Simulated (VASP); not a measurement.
# GeB24N23 (a cell with a defect) in VASP: single point with PBE

Aim: the single point of GeB24N23 (a cell with a defect) with PBE.

All numbers are computed with VASP 6.6.1; they aren't measurements. Logs are shortened: lines on timing, memory, paths and dates and some standing lists are left out, and cuts for length are marked.

## (1) The cell of the first run

The cell holds a defect, 48 atoms: a = 8.224 Å, b = 7.505 Å, c = 14.851 Å, α = 80.29°, β = 36.85°, γ = 62.86°.

## (2) Single point, PBE

Input file INCAR:

```
PREC     = Accurate       # precision mode
ENCUT    = 520            # plane-wave cutoff, eV
EDIFF    = 1E-7           # SCF threshold, eV
ISMEAR   = -1             # smearing method
SIGMA    = 0.01           # smearing width, eV
LREAL    = Auto         
LASPH    = T              # aspherical terms in the spheres
NELM     = 100            # most SCF steps
ALGO     = Normal         # electronic algorithm
ISIF     = 2              # what is computed and relaxed
LWAVE    = F              # write WAVECAR
LCHARG   = F              # write CHGCAR
GGA      = PE             # functional
NBANDS   = 130            # bands
NELECT   = 202.0        
LUSENCCL = F
```

Input file KPOINTS:

```
Automatic mesh
0
Gamma
  4 3 2
```

Input file POSCAR:

```
GeB24N23
1.0
    0.0000000000      6.9906316600      4.3321824800
    3.7548963000      0.0000000000      6.4982737200
    5.0065284000     13.9812633200      0.0000000000
B Ge N
24 1 23
Direct
    0.0000243250      0.0000162167      0.2499878375
    0.0000243250      0.0000162167      0.4999878375
    0.0000243250      0.0000162167      0.7499878375
    0.0000243250      0.0000162167      0.9999878375
    0.0000243250      0.3333495500      0.2499878375
    0.0000243250      0.3333495500      0.4999878375
    0.0000243250      0.3333495500      0.7499878375
    0.0000243250      0.3333495500      0.9999878375
    0.0000243250      0.6666828833      0.2499878375
    0.0000243250      0.6666828833      0.4999878375
    0.0000243250      0.6666828833      0.7499878375
    0.0000243250      0.6666828833      0.9999878375
    0.5000243250      0.0000162167      0.2499878375
    0.5000243250      0.0000162167      0.4999878375
    0.5000243250      0.0000162167      0.7499878375
    0.5000243250      0.0000162167      0.9999878375
    0.5000243250      0.3333495500      0.2499878375
    0.5000243250      0.3333495500      0.4999878375
    0.5000243250      0.3333495500      0.7499878375
    0.5000243250      0.3333495500      0.9999878375
    0.5000243250      0.6666828833      0.2499878375
    0.5000243250      0.6666828833      0.4999878375
    0.5000243250      0.6666828833      0.7499878375
    0.5000243250      0.6666828833      0.9999878375
    0.3333256700      0.2222171133      0.0833371650
    0.3333256700      0.2222171133      0.3333371650
    0.3333256700      0.2222171133      0.5833371650
    0.3333256700      0.2222171133      0.8333371650
    0.3333256700      0.5555504467      0.0833371650
    0.3333256700      0.5555504467      0.3333371650
    0.3333256700      0.5555504467      0.5833371650
    0.3333256700      0.5555504467      0.8333371650
    0.3333256700      0.8888837800      0.0833371650
    0.3333256700      0.8888837800      0.3333371650
    0.3333256700      0.8888837800      0.5833371650
    0.3333256700      0.8888837800      0.8333371650
    0.8333256700      0.2222171133      0.0833371650
    0.8333256700      0.2222171133      0.3333371650
    0.8333256700      0.2222171133      0.5833371650
    0.8333256700      0.2222171133      0.8333371650
    0.8333256700      0.5555504467      0.0833371650
    0.8333256700      0.5555504467      0.3333371650
    0.8333256700      0.5555504467      0.5833371650
    0.8333256700      0.5555504467      0.8333371650
    0.8333256700      0.8888837800      0.0833371650
    0.8333256700      0.8888837800      0.3333371650
    0.8333256700      0.8888837800      0.5833371650
    0.8333256700      0.8888837800      0.8333371650
```

Potentials or basis: VASP PAW PBE potentials, release 64 (B, Ge_d, N).

Command:

```sh
$ cat potpaw_PBE.64/B/POTCAR potpaw_PBE.64/Ge_d/POTCAR potpaw_PBE.64/N/POTCAR > POTCAR
$ mpirun -np 1 vasp_std > vasp.out
```

OUTCAR:

```text
PREC = Accurate
   ENCUT = 520
   EDIFF = 1E-7
   ISMEAR = -1
   LREAL = Auto
   LASPH = T
   NELM = 100
   ISIF = 2
   GGA = PE
   NELECT = 202.0

 ion  position               nearest neighbor table
   1  0.000  0.000  0.250-  46 1.44  38 1.44  33 1.44
   2  0.000  0.000  0.500-  47 1.44  39 1.44  34 1.44
   3  0.000  0.000  0.750-  48 1.44  40 1.44  35 1.44
   4  0.000  0.000  1.000-  45 1.44  37 1.44  36 1.44
   5  0.000  0.333  0.250-  38 1.44  25 1.44  42 1.44
   6  0.000  0.333  0.500-  39 1.44  26 1.44  43 1.44
[... 40 lines left out ...]
  47  0.833  0.889  0.583-   2 1.44  15 1.44  10 1.44
  48  0.833  0.889  0.833-   3 1.44  16 1.44  11 1.44

  LATTYP: Found a triclinic cell.
 ALAT       =     8.2241556433
 B/A-ratio  =     1.0001729121
 C/A-ratio  =     1.2167601689
 COS(alpha) =     0.0003789236
 COS(beta)  =     0.4560955688
 COS(gamma) =     0.5836798837

  Lattice vectors:

 A1 = (   0.0000000000,   6.9906316600,   4.3321824800)
 A2 = (  -3.7548963000,   6.9906316600,  -2.1660912400)
 A3 = (  -5.0065284000,   0.0000000000,   8.6643649600)

Analysis of symmetry for initial positions (statically):
=====================================================================
 Subroutine PRICEL returns:
 Original cell was already a primitive cell.

 Routine SETGRP: Setting up the symmetry group for a
 triclinic supercell.

 Subroutine GETGRP returns: Found  1 space group operations
 (whereof  1 operations were pure point group operations)
 out of a pool of  2 trial point group operations.

The static configuration has the point symmetry C_1 .

Analysis of symmetry for dynamics (positions and initial velocities):
=====================================================================
 Subroutine PRICEL returns:
 Original cell was already a primitive cell.

 Routine SETGRP: Setting up the symmetry group for a
 triclinic supercell.

 Subroutine GETGRP returns: Found  1 space group operations
 (whereof  1 operations were pure point group operations)
 out of a pool of  2 trial point group operations.

The dynamic configuration has the point symmetry C_1 .

 Subroutine INISYM returns: Found  1 space group operations
 (whereof  1 operations are pure point group operations),
 and found     1 'primitive' translations

----------------------------------------------------------------------------------------

                                     Primitive cell

  volume of cell :     454.8635

  direct lattice vectors                    reciprocal lattice vectors
     0.000000000  6.990631660  4.332182480    -0.199739205  0.071524295  0.115415268
     3.754896300  0.000000000  6.498273720     0.133159470 -0.047682863  0.076943512
     5.006528400 13.981263320  0.000000000     0.099869602  0.035762147 -0.057707634

  length of vectors
     8.224155643  7.505118757 14.850624588     0.241520514  0.161013676  0.120760257

  position of ions in fractional coordinates (direct lattice)
     0.000024325  0.000016217  0.249987838
     0.000024325  0.000016217  0.499987838
     0.000024325  0.000016217  0.749987838
     0.000024325  0.000016217  0.999987838
     0.000024325  0.333349550  0.249987838
     0.000024325  0.333349550  0.499987838
[... 40 lines left out ...]
     0.833325670  0.888883780  0.583337165
     0.833325670  0.888883780  0.833337165

  ion indices of the primitive-cell ions
   primitive index   ion index
                 1           1
                 2           2
                 3           3
                 4           4
                 5           5
                 6           6
[... 40 lines left out ...]
                47          47
                48          48

----------------------------------------------------------------------------------------

 KPOINTS: Automatic mesh

Automatic generation of k-mesh.
 Grid dimensions read from file:
 generate k-points for:    4    3    2

 Generating k-lattice:

  Cartesian coordinates                     Fractional coordinates (reciprocal lattice)
    -0.049934801  0.017881074  0.028853817     0.250000000  0.000000000  0.000000000
     0.044386490 -0.015894288  0.025647837     0.000000000  0.333333333  0.000000000
     0.049934801  0.017881074 -0.028853817     0.000000000  0.000000000  0.500000000

  Length of vectors
     0.060380128  0.053671225  0.060380128

  Shift w.r.t. Gamma in fractional coordinates (k-lattice)
     0.000000000  0.000000000  0.000000000

 Subroutine IBZKPT returns following result:
 ===========================================

 Found     14 irreducible k-points:

 Following reciprocal coordinates:
            Coordinates               Weight
  0.000000  0.000000  0.000000      1.000000
  0.250000  0.000000  0.000000      2.000000
  0.500000  0.000000  0.000000      1.000000
  0.000000  0.333333  0.000000      2.000000
  0.250000  0.333333  0.000000      2.000000
  0.500000  0.333333  0.000000      2.000000
 -0.250000  0.333333  0.000000      2.000000
  0.000000  0.000000  0.500000      1.000000
  0.250000  0.000000  0.500000      2.000000
  0.500000  0.000000  0.500000      1.000000
  0.000000  0.333333  0.500000      2.000000
  0.250000  0.333333  0.500000      2.000000
  0.500000  0.333333  0.500000      2.000000
 -0.250000  0.333333  0.500000      2.000000
   k-points           NKPTS =     14   k-points in BZ     NKDIM =     14   number of bands    NBANDS=    130
   number of dos      NEDOS =    301   number of ions     NIONS =     48
   total plane-waves  NPLWV = 401408
   dimension x,y,z NGX =    64 NGY =   56 NGZ =  112
   dimension x,y,z NGXF=   128 NGYF=  112 NGZF=  224
   ions per type =              24   1  23
   NGX,Y,Z   is equivalent  to a cutoff of  12.94, 12.40, 12.54 a.u.
   NGXF,Y,Z  is equivalent  to a cutoff of  25.87, 24.81, 25.08 a.u.
 SYSTEM =  unknown system
   PREC   = accura    normal or accurate (medium, high low for compatibility)
   ISTART =      0    job   : 0-new  1-cont  2-samecut
   ICHARG =      2    charge: 1-file 2-atom 10-const
   ISPIN  =      1    spin polarized calculation?
   LNONCOLLINEAR =      F non collinear calculations
   LSORBIT =      F    spin-orbit coupling
   LASPH  =      T    aspherical Exc in radial PAW
   ENCUT  =  520.0 eV  38.22 Ry    6.18 a.u.  15.29 13.95 27.61*2*pi/ulx,y,z
   NELM   =    100;   NELMIN=  2; NELMDL= -5     # of ELM steps
   EDIFF  = 0.1E-06   stopping-criterion for ELM
   LREAL  =      T    real-space projection
   EDIFFG = 0.1E-05   stopping-criterion for IOM
   NSW    =      0    number of steps for IOM
   IBRION =     -1    ionic relax: 0-MD 1-quasi-New 2-CG
   NFREE  =      0    steps in history (QN), initial steepest desc. (CG)
   ISIF   =      2    stress and relaxation
   ISYM   =      2    0-nonsym 1-usesym 2-fastsym
   POTIM  = 0.5000    time-step for ionic-motion
   TEBEG  =    0.0;   TEEND  =   0.0 temperature during run
   PSTRESS=    0.0 pullay stress
   NELECT =     202.0000    total number of electrons
   NUPDOWN=      -1.0000    fix difference up-down
   EMIN   =  10.00;   EMAX   =-10.00  energy-range for DOS
   EFERMI =   0.00;   METHOD = LEGACY
   ISMEAR =    -1;   SIGMA  =   0.01  broadening in eV -4-tet -1-fermi 0-gaus
   EFERMI_NEDOS =   21; number of points for ismear=-14 and -15
   IALGO  =     38    algorithm
   IMIX   =      4    mixing-type and parameters
     AMIX     =   0.40;   BMIX     =  1.00
     AMIX_MAG =   1.60;   BMIX_MAG =  1.00
  volume/ion in A,a.u.               =       9.48        63.95
  Fermi-wavevector in a.u.,A,eV,Ry     =   1.249007  2.360281 21.225345  1.560019
  Thomas-Fermi vector in A             =   2.383068
   LORBIT       =      0    0 simple, 1 ext, 2 COOP (PROOUT), +10 PAW based schemes
   GGA     = PE    functional components
   LHFCALC =     F    Hartree Fock is set to
   AEXX    =    0.0000 exact exchange contribution
   IVDW    =     0    specifies the selected vdW correction
   LEPSILON=     F    determine dielectric tensor
   LRPA    =     F    only Hartree local field effects (RPA)
 non-spin polarized calculation
  energy-cutoff  :      520.00
  volume of cell :      454.86
 maximum number of plane-waves:     12272
 NGX is ok and might be reduce to    64
   NGX = 31   NGY = 27   NGZ = 55

 number of electron     201.9999995 magnetization

 Free energy of the ion-electron system (eV)
  ---------------------------------------------------
  ext. energy  EPLUGINS =         0.00000000
  ---------------------------------------------------
  free energy    TOTEN  =      -391.61207248 eV

  energy without entropy =     -391.61207248  energy(sigma->0) =     -391.61207248

 E-fermi :   3.8904     XC(G=0):  -9.8845

 val. band max:        3.6507508996   @ k =   0.5000   0.0000   0.5000
 cond. band min:       6.0302295219   @ k =   0.0000   0.3333   0.0000
 fundamental gap:      2.3794786223
 Fermi energy:         3.8903876647

 k-point     1 :       0.0000    0.0000    0.0000
  band No.  band energies     occupation
      1     -19.5890      2.00000
      2     -19.5879      2.00000
      3     -19.1239      2.00000
      4     -18.9269      2.00000
      5     -18.9253      2.00000
      6     -16.0149      2.00000
[... 105 lines left out ...]
    112       8.2264      0.00000
    113       8.7634      0.00000

 k-point     2 :       0.2500    0.0000    0.0000
  band No.  band energies     occupation
      1     -19.5890      2.00000
      2     -19.5879      2.00000
      3     -19.1238      2.00000
      4     -18.9269      2.00000
      5     -18.9253      2.00000
      6     -15.7393      2.00000
[... 1384 lines left out ...]
 k-point    14 :      -0.2500    0.3333    0.5000
  band No.  band energies     occupation
      1     -19.5890      2.00000
      2     -19.5878      2.00000
      3     -19.1237      2.00000
      4     -18.9269      2.00000
      5     -18.9253      2.00000
      6     -15.7700      2.00000
[... 105 lines left out ...]
    112       7.9689      0.00000
    113       8.1167      0.00000
 [bands above 113 left out]

------------------------ aborting loop because EDIFF is reached ----------------------------------------

  FORCE on cell =-STRESS in cart. coord.  units (eV):
  Direction    XX          YY          ZZ          XY          YZ          ZX
  --------------------------------------------------------------------------------------
  -------------------------------------------------------------------------------------
  Total       89.7203199     12.4368016     89.8528645     -0.0161089      0.0048377      0.0200817
  in kB      316.0241675     43.8064629    316.4910325     -0.0567409      0.0170400      0.0707344
  external PRESSURE =     225.4405543 kB  Pullay stress =       0.0000000 kB

 VOLUME and BASIS-vectors are now :
 -----------------------------------------------------------------------------
  energy-cutoff  :      520.00
  volume of cell :      454.86
      direct lattice vectors                 reciprocal lattice vectors
     0.000000000  6.990631660  4.332182480    -0.199739205  0.071524295  0.115415268
     3.754896300  0.000000000  6.498273720     0.133159470 -0.047682863  0.076943512
     5.006528400 13.981263320  0.000000000     0.099869602  0.035762147 -0.057707634

 POSITION                                       TOTAL-FORCE (eV/Angst)
 -----------------------------------------------------------------------------------
      1.25163      3.49532      0.00021        -0.081505     -0.004366      0.285946
      2.50326      6.99063      0.00021        -0.048885     -0.024331      0.068389
      3.75490     10.48595      0.00021         0.301417      0.001932     -0.138834
      5.00653     13.98126      0.00021         0.096072     -0.022057     -0.062758
      2.50326      3.49532      2.16630        21.939864     -0.000721    -12.650501
      3.75490      6.99063      2.16630        -0.112731     -0.028833      0.048214
[... 40 lines left out ...]
      6.25816     13.98126      9.38633        -0.017967     -0.005897     -0.014678
      7.50979     17.47658      9.38633        -2.043315     -0.004296     -0.249443
 -----------------------------------------------------------------------------------
    total drift:                                0.007743     -0.000854     -0.005340

  FREE ENERGIE OF THE ION-ELECTRON SYSTEM (eV)
  ---------------------------------------------------
  free  energy   TOTEN  =      -391.6120724762 eV

  energy  without entropy=     -391.6120724762  energy(sigma->0) =     -391.61207248
```

Run time: 7.2 min. Hardware: 1 × NVIDIA H100 80GB with 1 thread of Intel Xeon Platinum 8481C at 2.70GHz (Sapphire Rapids), shared host; peak memory 1.9 GiB.

What came out:

```
Free energy   : -391.6121 eV
Largest force : 25.394 eV/Å
```

Forces in eV/Å, atoms in the order of the input:
```
B    -0.082  -0.004   0.286
B    -0.049  -0.024   0.068
B     0.301   0.002  -0.139
B     0.096  -0.022  -0.063
B    21.940  -0.001 -12.651
B    -0.113  -0.029   0.048
B    -0.103   0.005  -0.387
B     0.046   0.212  -0.001
B    -0.272  -0.005  -0.064
B    -0.052  -0.015   0.040
B     0.239   0.005   0.293
B     0.074   0.041  -0.033
B    -0.040  -0.210   0.067
B    -0.163  -0.005   0.037
B     0.107   0.029   0.024
B   -21.904   0.002 -12.736
B    -0.092  -0.041  -0.016
B    -0.498  -0.001   0.106
B     0.052   0.067  -0.056
B     0.093   0.001  25.394
B    -0.077  -0.011   0.086
B    -0.237  -0.002   0.396
B     0.049   0.005  -0.044
B     0.657   0.004  -0.368
Ge    0.001  -0.001  -0.105
N     0.119   0.167  -0.005
N     0.055   0.000   0.016
N    -0.120  -0.171   0.032
N     0.649   0.001   1.712
N     0.076   0.010  -0.035
N    -0.030  -0.002  -0.136
N    -0.052  -0.051   0.056
N    -1.165  -0.001  -1.444
N     0.052   0.053  -0.065
N    -0.025   0.002   0.078
N    -0.074  -0.008   0.021
N     0.000  -0.005  -0.009
N     1.314   0.003  -1.653
N    -0.001   0.001  -0.006
N    -0.824  -0.003   1.899
N     0.063  -0.149   0.002
N     2.035   0.004  -0.340
N     0.018   0.014   0.008
N    -0.226  -0.008   0.114
N    -0.062   0.145   0.025
N     0.289   0.008  -0.187
N    -0.018  -0.006  -0.015
N    -2.043  -0.004  -0.249
```

Levels at points of the mesh, in eV from the Fermi level:
| k point | band 97 | band 98 | band 99 | band 100 | band 101 | band 102 | band 103 | band 104 | band 105 | band 106 |
| --- | --- | --- | --- | --- | --- | --- | --- | --- | --- | --- |
| (0.00, 0.00, 0.00) | -2.18 | -1.81 | -0.60 | -0.37 | -0.32 | 2.56 | 2.70 | 2.72 | 2.98 | 3.02 |
| (0.50, 0.00, 0.00) | -2.26 | -1.81 | -0.60 | -0.37 | -0.31 | 2.70 | 2.70 | 2.76 | 3.14 | 3.18 |
| (0.00, 0.00, 0.50) | -2.25 | -1.50 | -0.93 | -0.45 | -0.27 | 2.38 | 2.40 | 3.30 | 3.32 | 3.66 |
| (0.50, 0.00, 0.50) | -2.27 | -1.56 | -0.92 | -0.46 | -0.24 | 2.53 | 2.53 | 3.08 | 3.12 | 3.65 |

Caveat: the cell carries a net charge on a neutralising background, which shifts energy and pressure; the cell is charged against a uniform background, so pressure and absolute levels hang on convention.
